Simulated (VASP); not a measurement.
# GaP (ordered beta-tin type) (I-4m2) in VASP: notebook

The runs below take GaP (ordered beta-tin type) through relaxation of cell and atoms, with LDA.

Everything below comes from runs of VASP 6.6.1. Logs are shortened: lines on timing, memory, paths and dates and some standing lists are left out, and cuts for length are marked.

### Step 1. The cell of the first run

It takes space group I-4m2 (No. 119, tetragonal). Conventional cell: a = 4.581 Å, b = 4.581 Å, c = 2.515 Å, α = 90.00°, β = 90.00°, γ = 90.00°. Ga (site symmetry -4m2) has 8 P at 2.38 to 2.97 Å and 2 Ga at 2.52 Å within 3.1 Å. Within 3.1 Å of P (site symmetry -4m2) lie 8 Ga at 2.38 to 2.97 Å and 2 P at 2.52 Å.

### Step 2. Relaxation of cell and atoms, LDA, target pressure 18 GPa, at which the enthalpy is minimised

INCAR

```
SYSTEM = GaP
ALGO     = Normal         ! electronic algorithm
EDIFF    = 1E-7           ! SCF threshold, eV
EDIFFG   = -0.005         ! ionic threshold
ENCUT    = 500            ! plane-wave cutoff, eV
GGA_COMPAT= .False.      
IBRION   = 2              ! ionic algorithm
ISIF     = 3              ! what is computed and relaxed
ISMEAR   = 0              ! smearing method
LASPH    = .True.         ! aspherical terms in the spheres
LCHARG   = .False.        ! write CHGCAR
LREAL    = .False.        ! projectors in reciprocal space
LWAVE    = .False.        ! write WAVECAR
NELM     = 120            ! most SCF steps
NELMIN   = 4            
NSW      = 80             ! ionic steps
PREC     = Accurate       ! precision mode
PSTRESS  = 180.0        
SIGMA    = 0.1            ! smearing width, eV
```

KPOINTS

```
k-points
0
Gamma
  16 16 16
  0 0 0
```

POSCAR

```
GaP
1.0
   -2.2906534308      2.2906534308      1.2575395259
    2.2906534308     -2.2906534308      1.2575395259
    2.2906534308      2.2906534308     -1.2575395259
Ga P
1 1
Direct
    0.0000000000      0.0000000000      0.0000000000
    0.7500000000      0.2500000000      0.5000000000
```

Potentials or basis: VASP PAW LDA potentials, release 64 (Ga_d, P).

The run is started by

```sh
> cat potpaw_LDA.64/Ga_d/POTCAR potpaw_LDA.64/P/POTCAR > POTCAR
> mpirun -np 1 vasp_std > vasp.out
```

OUTCAR:

```text
SYSTEM = GaP
   EDIFF = 1E-7
   EDIFFG = -0.005
   ENCUT = 500
   IBRION = 2
   ISIF = 3
   ISMEAR = 0
   LASPH = .True.
   LREAL = .False.
   NELM = 120
   NELMIN = 4
   NSW = 80
   PREC = Accurate
   PSTRESS = 180.0

 ion  position               nearest neighbor table
   1  0.000  0.000  0.000-   2 2.38   2 2.38   2 2.38   2 2.38
   2  0.750  0.250  0.500-   1 2.38   1 2.38   1 2.38   1 2.38

  LATTYP: Found a body centered tetragonal cell.
 ALAT       =     4.5813068616
 C/A-ratio  =     0.5489872492

  Lattice vectors:

 A1 = (  -2.2906534308,   2.2906534308,   1.2575395259)
 A2 = (   2.2906534308,  -2.2906534308,   1.2575395259)
 A3 = (   2.2906534308,   2.2906534308,  -1.2575395259)

Analysis of symmetry for initial positions (statically):
=====================================================================
 Subroutine PRICEL returns:
 Original cell was already a primitive cell.

 Routine SETGRP: Setting up the symmetry group for a
 body centered tetragonal supercell.

 Subroutine GETGRP returns: Found  8 space group operations
 (whereof  8 operations were pure point group operations)
 out of a pool of 16 trial point group operations.

The static configuration has the point symmetry D_2d.

Analysis of symmetry for dynamics (positions and initial velocities):
=====================================================================
 Subroutine PRICEL returns:
 Original cell was already a primitive cell.

 Routine SETGRP: Setting up the symmetry group for a
 body centered tetragonal supercell.

 Subroutine GETGRP returns: Found  8 space group operations
 (whereof  8 operations were pure point group operations)
 out of a pool of 16 trial point group operations.

The dynamic configuration has the point symmetry D_2d.

 Subroutine INISYM returns: Found  8 space group operations
 (whereof  8 operations are pure point group operations),
 and found     1 'primitive' translations

----------------------------------------------------------------------------------------

                                     Primitive cell

  volume of cell :      26.3937

  direct lattice vectors                    reciprocal lattice vectors
    -2.290653431  2.290653431  1.257539526     0.000000000  0.218278328  0.397601817
     2.290653431 -2.290653431  1.257539526     0.218278328  0.000000000  0.397601817
     2.290653431  2.290653431 -1.257539526     0.218278328  0.218278328  0.000000000

  length of vectors
     3.474995243  3.474995243  3.474995243     0.453577593  0.453577593  0.308692171

  position of ions in fractional coordinates (direct lattice)
     0.000000000  0.000000000  0.000000000
     0.750000000  0.250000000  0.500000000

  ion indices of the primitive-cell ions
   primitive index   ion index
                 1           1
                 2           2

----------------------------------------------------------------------------------------

 KPOINTS: k-points

Automatic generation of k-mesh.
 Grid dimensions read from file:
 generate k-points for:   16   16   16

 Generating k-lattice:

  Cartesian coordinates                     Fractional coordinates (reciprocal lattice)
     0.000000000  0.013642395  0.024850114     0.062500000  0.000000000  0.000000000
     0.013642395  0.000000000  0.024850114     0.000000000  0.062500000  0.000000000
     0.013642395  0.013642395  0.000000000     0.000000000  0.000000000  0.062500000

  Length of vectors
     0.028348600  0.028348600  0.019293261

  Shift w.r.t. Gamma in fractional coordinates (k-lattice)
     0.000000000  0.000000000  0.000000000

 Subroutine IBZKPT returns following result:
 ===========================================

 Found    349 irreducible k-points:

 Following reciprocal coordinates:
            Coordinates               Weight
  0.000000  0.000000  0.000000      1.000000
  0.062500  0.000000  0.000000      8.000000
  0.125000  0.000000  0.000000      8.000000
  0.187500  0.000000  0.000000      8.000000
  0.250000  0.000000  0.000000      8.000000
  0.312500  0.000000  0.000000      8.000000
[... 16 lines left out ...]
 -0.125000  0.062500  0.000000     16.000000
 -0.062500  0.062500  0.000000      4.000000
 [... further k-points ...]
   k-points           NKPTS =    349   k-points in BZ     NKDIM =    349   number of bands    NBANDS=     13
   number of dos      NEDOS =    301   number of ions     NIONS =      2
   total plane-waves  NPLWV =  21952
   dimension x,y,z NGX =    28 NGY =   28 NGZ =   28
   dimension x,y,z NGXF=    56 NGYF=   56 NGZF=   56
   ions per type =               1   1
   NGX,Y,Z   is equivalent  to a cutoff of  13.40, 13.40, 13.40 a.u.
   NGXF,Y,Z  is equivalent  to a cutoff of  26.79, 26.79, 26.79 a.u.
 SYSTEM =  GaP
   PREC   = accura    normal or accurate (medium, high low for compatibility)
   ISTART =      0    job   : 0-new  1-cont  2-samecut
   ICHARG =      2    charge: 1-file 2-atom 10-const
   ISPIN  =      1    spin polarized calculation?
   LNONCOLLINEAR =      F non collinear calculations
   LSORBIT =      F    spin-orbit coupling
   LASPH  =      T    aspherical Exc in radial PAW
   ENCUT  =  500.0 eV  36.75 Ry    6.06 a.u.   6.34  6.34  6.34*2*pi/ulx,y,z
   NELM   =    120;   NELMIN=  4; NELMDL= -5     # of ELM steps
   EDIFF  = 0.1E-06   stopping-criterion for ELM
   LREAL  =      F    real-space projection
   EDIFFG = -.5E-02   stopping-criterion for IOM
   NSW    =     80    number of steps for IOM
   IBRION =      2    ionic relax: 0-MD 1-quasi-New 2-CG
   NFREE  =      1    steps in history (QN), initial steepest desc. (CG)
   ISIF   =      3    stress and relaxation
   ISYM   =      2    0-nonsym 1-usesym 2-fastsym
   POTIM  = 0.5000    time-step for ionic-motion
   TEBEG  =    0.0;   TEEND  =   0.0 temperature during run
   PSTRESS=  180.0 pullay stress
   NELECT =      18.0000    total number of electrons
   NUPDOWN=      -1.0000    fix difference up-down
   EMIN   =  10.00;   EMAX   =-10.00  energy-range for DOS
   EFERMI =   0.00;   METHOD = LEGACY
   ISMEAR =     0;   SIGMA  =   0.10  broadening in eV -4-tet -1-fermi 0-gaus
   EFERMI_NEDOS =   21; number of points for ismear=-14 and -15
   IALGO  =     38    algorithm
   IMIX   =      4    mixing-type and parameters
     AMIX     =   0.40;   BMIX     =  1.00
     AMIX_MAG =   1.60;   BMIX_MAG =  1.00
  volume/ion in A,a.u.               =      13.20        89.06
  Fermi-wavevector in a.u.,A,eV,Ry     =   1.441005  2.723105 28.252441  2.076496
  Thomas-Fermi vector in A             =   2.559686
   LORBIT       =      0    0 simple, 1 ext, 2 COOP (PROOUT), +10 PAW based schemes
   GGA     = CA    functional components
   LHFCALC =     F    Hartree Fock is set to
   AEXX    =    0.0000 exact exchange contribution
   IVDW    =     0    specifies the selected vdW correction
   LEPSILON=     F    determine dielectric tensor
   LRPA    =     F    only Hartree local field effects (RPA)
 conjugate gradient relaxation of ions
 non-spin polarized calculation
 Gauss-broadening in eV      SIGMA  =   0.10
  energy-cutoff  :      500.00
  volume of cell :       26.39
 maximum number of plane-waves:       697
 NGX is ok and might be reduce to    28
   NGX = 13   NGY = 13   NGZ = 13

--------------------------------------- Ionic step        1  -------------------------------------------

 number of electron      17.9999998 magnetization

 Free energy of the ion-electron system (eV)
  ---------------------------------------------------
  ext. energy  EPLUGINS =         0.00000000
  ---------------------------------------------------
  free energy    TOTEN  =        -9.32925925 eV

  energy without entropy =       -9.32737104  energy(sigma->0) =       -9.32831515

 E-fermi :  10.1423     XC(G=0): -12.5460

 val. band max:       10.1380616047   @ k =  -0.2500  -0.2500   0.0625
 cond. band min:      10.1595077515   @ k =  -0.1250  -0.1875   0.1250
 fundamental gap:      0.0214461468
 Fermi energy:        10.1422531883

 k-point     1 :       0.0000    0.0000    0.0000
  band No.  band energies     occupation
      1      -6.0648      2.00000
      2      -5.6628      2.00000
      3      -5.4194      2.00000
      4      -5.3588      2.00000
      5      -5.1540      2.00000
      6      -5.1540      2.00000
      7       6.6616      2.00000
      8       6.6616      2.00000
      9       7.8593      2.00000
     10      12.7020      0.00000
     11      16.7443      0.00000
     12      20.3410      0.00000
     13      20.3411      0.00000
[... 354 lines left out ...]
  band No.  band energies     occupation
      1      -6.0225      2.00000
      2      -5.6549      2.00000
      3      -5.4164      2.00000
      4      -5.3626      2.00000
      5      -5.1536      2.00000
      6      -5.1528      2.00000
      7       5.8468      2.00000
      8       6.7187      2.00000
      9       8.5317      2.00000
     10      12.9627      0.00000
     11      16.6911      0.00000
     12      19.1728      0.00000
     13      19.9783      0.00000

 [... further k-points ...]

------------------------ aborting loop because EDIFF is reached ----------------------------------------

  FORCE on cell =-STRESS in cart. coord.  units (eV):
  Direction    XX          YY          ZZ          XY          YZ          ZX
  --------------------------------------------------------------------------------------
  -------------------------------------------------------------------------------------
  Total        3.9899236      3.9899236      4.0033631      0.0000000     -0.0000000      0.0000000
  in kB      242.2003429    242.2003429    243.0161603      0.0000000     -0.0000000      0.0000000
  external PRESSURE =      62.4722820 kB  Pullay stress =     180.0000000 kB
[... 253 lines left out ...]
--------------------------------------- Ionic step        8  -------------------------------------------

 number of electron      17.9999992 magnetization

 Free energy of the ion-electron system (eV)
  ---------------------------------------------------
  ext. energy  EPLUGINS =         0.00000000
  ---------------------------------------------------
  free energy    TOTEN  =        -9.44698024 eV

  energy without entropy =       -9.44491148  energy(sigma->0) =       -9.44594586

 E-fermi :   9.6559     XC(G=0): -12.3759

 val. band max:        9.6525036998   @ k =  -0.3750  -0.4375   0.1250
 cond. band min:       9.6648589381   @ k =  -0.1875   0.3750   0.1250
 fundamental gap:      0.0123552383
 Fermi energy:         9.6558835114

 k-point     1 :       0.0000    0.0000    0.0000
  band No.  band energies     occupation
      1      -6.2792      2.00000
      2      -5.9465      2.00000
      3      -5.8137      2.00000
      4      -5.7615      2.00000
      5      -5.5768      2.00000
      6      -5.5768      2.00000
      7       6.3108      2.00000
      8       6.3108      2.00000
      9       7.2953      2.00000
     10      12.3462      0.00000
     11      15.9582      0.00000
     12      19.6078      0.00000
     13      19.6078      0.00000
[... 354 lines left out ...]
  band No.  band energies     occupation
      1      -6.2539      2.00000
      2      -5.9234      2.00000
      3      -5.8110      2.00000
      4      -5.7650      2.00000
      5      -5.5759      2.00000
      6      -5.5756      2.00000
      7       5.4687      2.00000
      8       6.3659      2.00000
      9       8.0031      2.00000
     10      12.5967      0.00000
     11      15.9087      0.00000
     12      18.5317      0.00000
     13      19.2797      0.00000

 [... further k-points ...]

------------------------ aborting loop because EDIFF is reached ----------------------------------------

  FORCE on cell =-STRESS in cart. coord.  units (eV):
  Direction    XX          YY          ZZ          XY          YZ          ZX
  --------------------------------------------------------------------------------------
  -------------------------------------------------------------------------------------
  Total        3.0658093      3.0658093      3.0665825      0.0000000      0.0000000      0.0000000
  in kB      179.9942217    179.9942217    180.0396122      0.0000000      0.0000000      0.0000000
  external PRESSURE =       0.0093518 kB  Pullay stress =     180.0000000 kB
[... 21 lines left out ...]
  energy  without entropy=       -9.4449114760  energy(sigma->0) =       -9.44594586

  enthalpy is  TOTEN    =        -6.3810724895 eV   P V=        3.0659077510

 reached required accuracy - stopping structural energy minimisation
```

Wall time 18 min (1 thread of Intel Xeon 8259CL, shared host); peak memory 0.26 GiB.

Results:

- Free energy: -9.4470 eV
- Relaxed volume: 13.64 Å³/atom
- Relaxed cell: a = 3.512 Å, b = 3.512 Å, c = 3.512 Å, α = 97.55°, β = 97.55°, γ = 137.48°
- Space group after relaxing (to 0.1 Å): I-4m2 (No. 119)
- Energy change on relaxing (the run minimises the enthalpy): -58.9 meV/atom
- Ionic steps: 8
- Pressure after relaxing: 18.0 GPa
- Band gap on the k mesh: zero (bands 9 and 10 overlap by 6.45 eV)

Step by step:
```
step  energy change (eV)  largest force (eV/Å)  pressure (GPa)  volume (Å³)
   1              0.0000                0.0000           24.25        26.39
   2             -0.2196                0.0000           11.40        28.41
   3             -0.1184                0.0000           17.98        27.30
   4             -0.1163                0.0000           18.07        27.28
   5             -0.1164                0.0000           18.07        27.28
   6             -0.1166                0.0000           18.07        27.28
   7             -0.1195                0.0000           17.89        27.31
   8             -0.1177                0.0000           18.00        27.29
```

Final structure:
```yaml
crystal:
  lattice:
    - [-2.31457, 2.31457, 1.27349]
    - [2.31457, -2.31457, 1.27349]
    - [2.31457, 2.31457, -1.27349]
  atoms:
    - { symbol: Ga, position: [0.00000, 0.00000, 0.00000] }
    - { symbol: P, position: [0.75000, 0.25000, 0.50000] }
```

Levels at points of the mesh, in eV from the Fermi level:
```tsv
k point	band 7	band 8	band 9	band 10	band 11	band 12
(0.00, 0.00, 0.00)	-3.35	-3.35	-2.36	2.69	6.30	9.95
(0.50, 0.00, 0.00)	-7.59	-2.83	-2.29	-1.36	1.94	4.83
(0.50, 0.50, 0.00)	-10.90	-0.93	1.89	2.21	3.66	5.62
(0.50, 0.50, 0.50)	-7.73	-7.73	-7.27	4.85	6.91	13.25
```

Caveat: the cell is relaxed towards a set pressure, so the run minimises the enthalpy, not the energy.

(Part 1 of 2 ends here.)
